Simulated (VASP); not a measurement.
# La2O3 (P-3m1) in VASP: notebook

Aim: see how the results for La2O3 move with the level of theory and the settings. Levels: PBE+D4, PBE+D3(BJ), r2SCAN. Tasks: single point.

Program: VASP 6.6.1. These are calculated values, not measurements. Logs are shortened: lines on timing, memory, paths and dates and some standing lists are left out, and cuts for length are marked.

### 1 The cell of the first run

Symmetry: P-3m1, No. 164, trigonal system. Conventional cell: a = 3.920 Å, b = 3.920 Å, c = 6.102 Å, α = 90.00°, β = 90.00°, γ = 120.00°. La (site symmetry 3m) has 7 O at 2.36 to 2.72 Å within 3.1 Å. O (site symmetry 3m) has 4 La at 2.36 to 2.44 Å and 3 O at 2.88 Å within 3.1 Å. Within 3.6 Å of O (site symmetry -3m) lie 6 La at 2.72 Å and 6 O at 3.13 Å.

### 2 Single point, PBE+D4

Input file INCAR:

```
SYSTEM = La2O3
ALGO = Normal ; EDIFF = 1E-6
ENCUT = 520 ; GGA = PE
ISIF = 2 ; ISMEAR = 0
IVDW = 13 ; LASPH = .TRUE.
LCHARG = .FALSE. ; LREAL = .FALSE.
LWAVE = .FALSE. ; NBANDS = 28
NELM = 100 ; PREC = Accurate
SIGMA = 0.01
```

Input file KPOINTS:

```
k-points
0
G
  6 6 4
  0 0 0
```

Input file POSCAR:

```
La2O3
1.0
    3.9198792844      0.0000000000      0.0000000000
   -1.9599396422      3.3947150400      0.0000000000
    0.0000000000      0.0000000000      6.1024476839
La O
2 3
Direct
    0.6666666667      0.3333333333      0.7539742023
    0.3333333333      0.6666666667      0.2460257977
    0.6666666667      0.3333333333      0.3540465948
    0.3333333333      0.6666666667      0.6459534052
    0.0000000000      0.0000000000      0.0000000000
```

Potentials or basis: VASP PAW PBE potentials, release 64 (La, O).

The run is started by

```sh
$ cat potpaw_PBE.64/La/POTCAR potpaw_PBE.64/O/POTCAR > POTCAR
$ mpirun -np 1 vasp_std > vasp.out
```

OUTCAR:

```text
SYSTEM = La2O3
   EDIFF = 1E-6
   ENCUT = 520
   GGA = PE
   ISIF = 2
   ISMEAR = 0
   IVDW = 13
   LASPH = .TRUE.
   LREAL = .FALSE.
   NELM = 100
   PREC = Accurate

 ion  position               nearest neighbor table
   1  0.667  0.333  0.754-   4 2.36   4 2.36   4 2.36   3 2.44   5 2.72   5 2.72   5 2.72
   2  0.333  0.667  0.246-   3 2.36   3 2.36   3 2.36   4 2.44   5 2.72   5 2.72   5 2.72
   3  0.667  0.333  0.354-   2 2.36   2 2.36   2 2.36   1 2.44
   4  0.333  0.667  0.646-   1 2.36   1 2.36   1 2.36   2 2.44
   5  0.000  0.000  0.000-   1 2.72   2 2.72   2 2.72   1 2.72   1 2.72   2 2.72

  LATTYP: Found a hexagonal cell.
 ALAT       =     3.9198792844
 C/A-ratio  =     1.5567947993

  Lattice vectors:

 A1 = (   3.9198792844,   0.0000000000,   0.0000000000)
 A2 = (  -1.9599396422,   3.3947150400,   0.0000000000)
 A3 = (   0.0000000000,   0.0000000000,   6.1024476839)

Analysis of symmetry for initial positions (statically):
=====================================================================
 Subroutine PRICEL returns:
 Original cell was already a primitive cell.

 Routine SETGRP: Setting up the symmetry group for a
 hexagonal supercell.

 Subroutine GETGRP returns: Found 12 space group operations
 (whereof 12 operations were pure point group operations)
 out of a pool of 24 trial point group operations.

The static configuration has the point symmetry D_3d.

Analysis of symmetry for dynamics (positions and initial velocities):
=====================================================================
 Subroutine PRICEL returns:
 Original cell was already a primitive cell.

 Routine SETGRP: Setting up the symmetry group for a
 hexagonal supercell.

 Subroutine GETGRP returns: Found 12 space group operations
 (whereof 12 operations were pure point group operations)
 out of a pool of 24 trial point group operations.

The dynamic configuration has the point symmetry D_3d.

 Subroutine INISYM returns: Found 12 space group operations
 (whereof 12 operations are pure point group operations),
 and found     1 'primitive' translations

----------------------------------------------------------------------------------------

                                     Primitive cell

  volume of cell :      81.2045

  direct lattice vectors                    reciprocal lattice vectors
     3.919879284  0.000000000  0.000000000     0.255109897  0.147287768  0.000000000
    -1.959939642  3.394715040  0.000000000     0.000000000  0.294575535  0.000000000
     0.000000000  0.000000000  6.102447684     0.000000000  0.000000000  0.163868672

  length of vectors
     3.919879284  3.919879284  6.102447684     0.294575535  0.294575535  0.163868672

  position of ions in fractional coordinates (direct lattice)
     0.666666667  0.333333333  0.753974202
     0.333333333  0.666666667  0.246025798
     0.666666667  0.333333333  0.354046595
     0.333333333  0.666666667  0.645953405
     0.000000000  0.000000000  0.000000000

  ion indices of the primitive-cell ions
   primitive index   ion index
                 1           1
                 2           2
                 3           3
                 4           4
                 5           5

----------------------------------------------------------------------------------------

 KPOINTS: k-points

Automatic generation of k-mesh.
 Grid dimensions read from file:
 generate k-points for:    6    6    4

 Generating k-lattice:

  Cartesian coordinates                     Fractional coordinates (reciprocal lattice)
     0.042518316  0.024547961  0.000000000     0.166666667  0.000000000  0.000000000
     0.000000000  0.049095923  0.000000000     0.000000000  0.166666667  0.000000000
     0.000000000  0.000000000  0.040967168     0.000000000  0.000000000  0.250000000

  Length of vectors
     0.049095923  0.049095923  0.040967168

  Shift w.r.t. Gamma in fractional coordinates (k-lattice)
     0.000000000  0.000000000  0.000000000

 Subroutine IBZKPT returns following result:
 ===========================================

 Found     24 irreducible k-points:

 Following reciprocal coordinates:
            Coordinates               Weight
  0.000000  0.000000  0.000000      1.000000
  0.166667 -0.000000  0.000000      6.000000
  0.333333  0.000000  0.000000      6.000000
  0.500000  0.000000  0.000000      3.000000
  0.166667  0.166667  0.000000      6.000000
  0.333333  0.166667  0.000000     12.000000
[... 16 lines left out ...]
  0.333333  0.166667  0.500000     12.000000
  0.333333  0.333333  0.500000      2.000000
   k-points           NKPTS =     24   k-points in BZ     NKDIM =     24   number of bands    NBANDS=     28
   number of dos      NEDOS =    301   number of ions     NIONS =      5
   total plane-waves  NPLWV =  43200
   dimension x,y,z NGX =    30 NGY =   30 NGZ =   48
   dimension x,y,z NGXF=    60 NGYF=   60 NGZF=   96
   ions per type =               2   3
   NGX,Y,Z   is equivalent  to a cutoff of  12.72, 12.72, 13.08 a.u.
   NGXF,Y,Z  is equivalent  to a cutoff of  25.45, 25.45, 26.15 a.u.
 SYSTEM =  La2O3
   PREC   = accura    normal or accurate (medium, high low for compatibility)
   ISTART =      0    job   : 0-new  1-cont  2-samecut
   ICHARG =      2    charge: 1-file 2-atom 10-const
   ISPIN  =      1    spin polarized calculation?
   LNONCOLLINEAR =      F non collinear calculations
   LSORBIT =      F    spin-orbit coupling
   LASPH  =      T    aspherical Exc in radial PAW
   ENCUT  =  520.0 eV  38.22 Ry    6.18 a.u.   7.29  7.29 11.35*2*pi/ulx,y,z
   NELM   =    100;   NELMIN=  2; NELMDL= -5     # of ELM steps
   EDIFF  = 0.1E-05   stopping-criterion for ELM
   LREAL  =      F    real-space projection
   EDIFFG = 0.1E-04   stopping-criterion for IOM
   NSW    =      0    number of steps for IOM
   IBRION =     -1    ionic relax: 0-MD 1-quasi-New 2-CG
   NFREE  =      0    steps in history (QN), initial steepest desc. (CG)
   ISIF   =      2    stress and relaxation
   ISYM   =      2    0-nonsym 1-usesym 2-fastsym
   POTIM  = 0.5000    time-step for ionic-motion
   TEBEG  =    0.0;   TEEND  =   0.0 temperature during run
   PSTRESS=    0.0 pullay stress
   NELECT =      40.0000    total number of electrons
   NUPDOWN=      -1.0000    fix difference up-down
   EMIN   =  10.00;   EMAX   =-10.00  energy-range for DOS
   EFERMI =   0.00;   METHOD = LEGACY
   ISMEAR =     0;   SIGMA  =   0.01  broadening in eV -4-tet -1-fermi 0-gaus
   EFERMI_NEDOS =   21; number of points for ismear=-14 and -15
   IALGO  =     38    algorithm
   IMIX   =      4    mixing-type and parameters
     AMIX     =   0.40;   BMIX     =  1.00
     AMIX_MAG =   1.60;   BMIX_MAG =  1.00
  volume/ion in A,a.u.               =      16.24       109.60
  Fermi-wavevector in a.u.,A,eV,Ry     =   1.292910  2.443245 22.743703  1.671615
  Thomas-Fermi vector in A             =   2.424588
   LORBIT       =      0    0 simple, 1 ext, 2 COOP (PROOUT), +10 PAW based schemes
   GGA     = PE    functional components
   LHFCALC =     F    Hartree Fock is set to
   AEXX    =    0.0000 exact exchange contribution
   IVDW    =    13    specifies the selected vdW correction
   LEPSILON=     F    determine dielectric tensor
   LRPA    =     F    only Hartree local field effects (RPA)
 non-spin polarized calculation
 Gauss-broadening in eV      SIGMA  =   0.01
  energy-cutoff  :      520.00
  volume of cell :       81.20
 maximum number of plane-waves:      2214
 NGX is ok and might be reduce to    30
   NGX = 15   NGY = 15   NGZ = 23

 number of electron      39.9999993 magnetization

 Free energy of the ion-electron system (eV)
  ---------------------------------------------------
  ext. energy  EPLUGINS =         0.00000000
  ---------------------------------------------------
  free energy    TOTEN  =       -41.80944960 eV

  energy without entropy =      -41.80944960  energy(sigma->0) =      -41.80944960

 E-fermi :   6.1149     XC(G=0): -10.5076

 val. band max:        6.0475009114   @ k =   0.5000   0.0000   0.5000
 cond. band min:       9.9196600028   @ k =   0.5000   0.0000   0.0000
 fundamental gap:      3.8721590914
 Fermi energy:         6.1149393892

 k-point     1 :       0.0000    0.0000    0.0000
  band No.  band energies     occupation
      1     -23.7502      2.00000
      2     -23.4991      2.00000
      3     -10.9181      2.00000
      4      -9.6550      2.00000
      5      -9.2084      2.00000
      6      -7.2125      2.00000
[... 20 lines left out ...]
     27      11.4617      0.00000
     28      11.6840      0.00000

 k-point     2 :       0.1667   -0.0000    0.0000
  band No.  band energies     occupation
      1     -23.7024      2.00000
      2     -23.4800      2.00000
      3     -10.9267      2.00000
      4     -10.1223      2.00000
      5      -9.5157      2.00000
      6      -7.3191      2.00000
[... 20 lines left out ...]
     27      11.5863      0.00000
     28      11.6668      0.00000

 k-point     3 :       0.3333    0.0000    0.0000
  band No.  band energies     occupation
      1     -23.5957      2.00000
      2     -23.4500      2.00000
      3     -11.1164      2.00000
      4     -10.8590      2.00000
      5      -9.5593      2.00000
      6      -7.5048      2.00000
[... 20 lines left out ...]
     27      11.5317      0.00000
     28      11.5440      0.00000

 k-point     4 :       0.5000    0.0000    0.0000
  band No.  band energies     occupation
      1     -23.5284      2.00000
      2     -23.4474      2.00000
      3     -11.2302      2.00000
      4     -11.2118      2.00000
      5      -9.3527      2.00000
      6      -7.8465      2.00000
[... 578 lines left out ...]
     27      11.4851      0.00000
     28      11.6153      0.00000

 k-point    23 :       0.3333    0.1667    0.5000
  band No.  band energies     occupation
      1     -23.4935      2.00000
      2     -23.4819      2.00000
      3     -11.3538      2.00000
      4     -11.1505      2.00000
      5      -9.4631      2.00000
      6      -7.6139      2.00000
[... 20 lines left out ...]
     27      11.4985      0.00000
     28      11.5080      0.00000

 k-point    24 :       0.3333    0.3333    0.5000
  band No.  band energies     occupation
      1     -23.4698      2.00000
      2     -23.4698      2.00000
      3     -11.3013      2.00000
      4     -11.3013      2.00000
      5      -9.7205      2.00000
      6      -7.8200      2.00000
[... 20 lines left out ...]
     27      11.4726      0.00000
     28      11.5043      0.00000

------------------------ aborting loop because EDIFF is reached ----------------------------------------

  DFT-D4 for vdW energy calculation

  Edisp (eV):   -1.30804

  FORCE on cell =-STRESS in cart. coord.  units (eV):
  Direction    XX          YY          ZZ          XY          YZ          ZX
  --------------------------------------------------------------------------------------
  -------------------------------------------------------------------------------------
  Total      -0.18338    -0.18338    -0.12540     0.00000     0.00000     0.00000
  in kB      -3.61817    -3.61817    -2.47421     0.00000     0.00000     0.00000
  external pressure =       -3.24 kB  Pullay stress =        0.00 kB

 VOLUME and BASIS-vectors are now :
 -----------------------------------------------------------------------------
  energy-cutoff  :      520.00
  volume of cell :       81.20
      direct lattice vectors                 reciprocal lattice vectors
     3.919879284  0.000000000  0.000000000     0.255109897  0.147287768  0.000000000
    -1.959939642  3.394715040  0.000000000     0.000000000  0.294575535  0.000000000
     0.000000000  0.000000000  6.102447684     0.000000000  0.000000000  0.163868672

 POSITION                                       TOTAL-FORCE (eV/Angst)
 -----------------------------------------------------------------------------------
      1.95994      1.13157      4.60109        -0.000000      0.000000     -0.021689
     -0.00000      2.26314      1.50136         0.000000     -0.000000      0.021689
      1.95994      1.13157      2.16055         0.000000     -0.000000     -0.013797
     -0.00000      2.26314      3.94190         0.000000      0.000000      0.013797
      0.00000      0.00000      0.00000        -0.000000      0.000000      0.000000
 -----------------------------------------------------------------------------------
    total drift:                               -0.000000      0.000000      0.000000

  FREE ENERGIE OF THE ION-ELECTRON SYSTEM (eV)
  ---------------------------------------------------
  free  energy   TOTEN  =       -43.1174859914 eV

  energy  without entropy=      -43.1174859914  energy(sigma->0) =      -43.11748599
```

Run time: 60 s. Hardware: 1 thread of AMD EPYC 7R43 (Zen 3), shared host; peak memory 0.2 GiB.

Results:

```
Free energy                : -43.1175 eV
Pressure                   : -0.3 GPa
Largest force              : 0.022 eV/Å
Band gap on the k mesh     : 3.87 eV, indirect (least direct gap 3.98 eV)
Dispersion energy per atom : -0.262 eV
```

Forces in eV/Å, atoms in the order of the input:
```
La   0.000  0.000 -0.022
La   0.000  0.000  0.022
O    0.000  0.000 -0.014
O    0.000  0.000  0.014
O    0.000  0.000  0.000
```

Stress tensor (GPa, compression positive):
```
-0.36  0.00  0.00
 0.00 -0.36  0.00
 0.00  0.00 -0.25
```

Caveat: spin-orbit coupling is left out, which moves the levels of the heavy elements. A k mesh can miss the band edges.

### 3 Single point, PBE+D3(BJ)

Input file INCAR:

```
ALGO     = Normal         # electronic algorithm
EDIFF    = 1E-6           # SCF threshold, eV
ENCUT    = 520            # plane-wave cutoff, eV
GGA      = PE             # functional
ISIF     = 2              # what is computed and relaxed
ISMEAR   = 0              # smearing method
IVDW     = 12             # dispersion correction
LASPH    = T              # aspherical terms in the spheres
LCHARG   = T              # write CHGCAR
LELF     = T              # ELF
LREAL    = F              # projectors in reciprocal space
LVHAR    = T            
LWAVE    = F              # write WAVECAR
NBANDS   = 28             # bands
NELM     = 80             # most SCF steps
PREC     = Accurate       # precision mode
SIGMA    = 0.01           # smearing width, eV
```

Input file KPOINTS:

```
k-points
0
Gamma
  6 6 4
```

Input file POSCAR:

```
La2O3
1.0
    3.9229706331      0.0000000000      0.0000000000
   -1.9614853166      3.3973922266      0.0000000000
    0.0000000000      0.0000000000      6.0999763693
La O
2 3
Direct
    0.6666666667      0.3333333333      0.7542329159
    0.3333333333      0.6666666667      0.2457670841
    0.6666666667      0.3333333333      0.3539925772
    0.3333333333      0.6666666667      0.6460074228
    0.0000000000      0.0000000000      0.0000000000
```

Potentials or basis: VASP PAW PBE potentials, release 64 (La, O).

The run is started by

```sh
$ cat potpaw_PBE.64/La/POTCAR potpaw_PBE.64/O/POTCAR > POTCAR
$ mpirun -np 1 vasp_std > vasp.out
```

It took 62 s on 1 thread of AMD EPYC 7R43 (Zen 3), shared host; peak memory 0.2 GiB.

Results (log left out):

- Free energy: -43.1122 eV
- Pressure: -0.3 GPa
- Largest force: 0.014 eV/Å
- Band gap on the k mesh: 3.87 eV, indirect (least direct gap 3.98 eV)
- Dispersion energy per atom: -0.260 eV

Forces on the atoms (eV/Å):
```
La   0.000  0.000 -0.014
La   0.000  0.000  0.014
O    0.000  0.000 -0.010
O    0.000  0.000  0.010
O    0.000  0.000  0.000
```

Stress tensor (GPa, compression positive):
```
-0.36  0.00  0.00
 0.00 -0.36  0.00
 0.00  0.00 -0.26
```

Levels at points of the mesh, in eV from the valence-band top:
| k point | band 18 | band 19 | band 20 | band 21 | band 22 | band 23 |
| --- | --- | --- | --- | --- | --- | --- |
| (0.00, 0.00, 0.00) | -0.39 | -0.39 | -0.12 | 4.34 | 4.61 | 4.61 |
| (0.50, 0.00, 0.00) | -0.65 | -0.41 | -0.30 | 3.87 | 4.74 | 5.20 |
| (0.00, 0.00, 0.50) | -0.79 | -0.29 | -0.29 | 4.72 | 4.74 | 4.74 |
| (0.50, 0.00, 0.50) | -0.71 | -0.36 | 0.00 | 4.42 | 4.65 | 5.09 |

Caveat: spin-orbit coupling is left out, which moves the levels of the heavy elements. A k mesh can miss the band edges.

### 4 Single point, r2SCAN

This run uses another cell than the first one, of 16.43 Å³/atom, 1.012 times its volume.

Input file POSCAR:

```
La2O3
1.0
    3.9356972714      0.0000000000      0.0000000000
   -1.9678486357      3.4084138187      0.0000000000
    0.0000000000      0.0000000000      6.1247569812
La O
2 3
Direct
    0.6666666667      0.3333333333      0.7538919365
    0.3333333333      0.6666666667      0.2461080635
    0.6666666667      0.3333333333      0.3539477603
    0.3333333333      0.6666666667      0.6460522397
    0.0000000000      0.0000000000      0.0000000000
```

Input file INCAR.step1:

```
SYSTEM = La2O3
  ALGO = Normal
  EDIFF = 1E-4
  ENCUT = 520
  GGA = PE
  ISMEAR = 0
  LASPH = .TRUE.
  LCHARG = .FALSE.
  LREAL = .FALSE.
  LWAVE = .TRUE.
  NBANDS = 28
  NELM = 80
  PREC = Accurate
  SIGMA = 0.01
```

Input file INCAR.step2:

```
SYSTEM = La2O3
  ALGO = Normal
  EDIFF = 1E-6
  ENCUT = 520
  ISIF = 2
  ISMEAR = 0
  ISTART = 1
  LASPH = .TRUE.
  LCHARG = .FALSE.
  LMIXTAU = .TRUE.
  LREAL = .FALSE.
  LWAVE = .FALSE.
  METAGGA = R2SCAN
  NBANDS = 28
  NELM = 80
  PREC = Accurate
  SIGMA = 0.01
```

Input file KPOINTS:

```
k-points
0
G
  6 6 4
  0 0 0
```

The run is started by

```sh
$ cat potpaw_PBE.64/La/POTCAR potpaw_PBE.64/O/POTCAR > POTCAR
$ cp INCAR.step1 INCAR
$ mpirun -np 1 vasp_std > vasp.out
$ cp INCAR.step2 INCAR
$ mpirun -np 1 vasp_std > vasp.out
```

It took 5.8 min on 1 thread of AMD EPYC 7R43 (Zen 3), shared host; peak memory 0.2 GiB.

Results (log left out):

| Item | Value |
| --- | --- |
| Free energy | -96.0576 eV |
| Pressure | -0.5 GPa |
| Largest force | 0.030 eV/Å |
| Band gap on the k mesh | 4.24 eV, indirect (least direct gap 4.37 eV) |

Forces on the atoms (eV/Å):
```
La   0.000  0.000 -0.030
La   0.000  0.000  0.030
O    0.000  0.000 -0.011
O    0.000  0.000  0.011
O    0.000  0.000  0.000
```

Stress tensor (GPa, compression positive):
```
-0.51  0.00  0.00
 0.00 -0.51  0.00
 0.00  0.00 -0.36
```

Levels at points of the mesh, in eV from the valence-band top:
| k point | band 16 | band 17 | band 18 | band 19 | band 20 | band 21 | band 22 | band 23 | band 24 | band 25 |
| --- | --- | --- | --- | --- | --- | --- | --- | --- | --- | --- |
| (0.00, 0.00, 0.00) | -2.11 | -1.64 | -0.38 | -0.38 | -0.11 | 4.78 | 5.11 | 5.11 | 5.74 | 5.98 |
| (0.50, 0.00, 0.00) | -0.75 | -0.74 | -0.67 | -0.42 | -0.30 | 4.30 | 5.26 | 5.77 | 5.81 | 5.90 |
| (0.00, 0.00, 0.50) | -1.92 | -0.99 | -0.76 | -0.29 | -0.29 | 5.23 | 5.27 | 5.27 | 5.52 | 6.03 |
| (0.50, 0.00, 0.50) | -1.01 | -0.96 | -0.70 | -0.37 | 0.00 | 4.92 | 5.09 | 5.71 | 5.81 | 5.87 |

Caveat: the PAW data sets were made with another functional, which shifts forces and pressure a little; spin-orbit coupling is left out, which moves the levels of the heavy elements. A k mesh can miss the band edges.

### 5 Summary

```tsv
level	cell	gap on the mesh (eV)	pressure (GPa)	largest force (eV/Å)
PBE+D4	a = 3.920, b = 3.920, c = 6.102 Å, angles 90.0, 90.0, 120.0°, 5 atoms	3.87	-0.3	0.02
PBE+D3(BJ)	a = 3.923, b = 3.923, c = 6.100 Å, angles 90.0, 90.0, 120.0°, 5 atoms	3.87	-0.3	0.01
r2SCAN	a = 3.936, b = 3.936, c = 6.125 Å, angles 90.0, 90.0, 120.0°, 5 atoms	4.24	-0.5	0.03
```

Alike in all rows: task single point; potentials or basis VASP PAW PBE potentials, release 64 (La, O); no spin polarisation; k mesh 6 × 6 × 4; cutoff (eV) 520; smearing gaussian 0.01 eV.

Caveats: spin-orbit coupling is left out, which moves the levels of the heavy elements; the PAW data sets were made with another functional, which shifts forces and pressure a little (some runs).

Absolute energies hang on the potentials; compare differences alone.
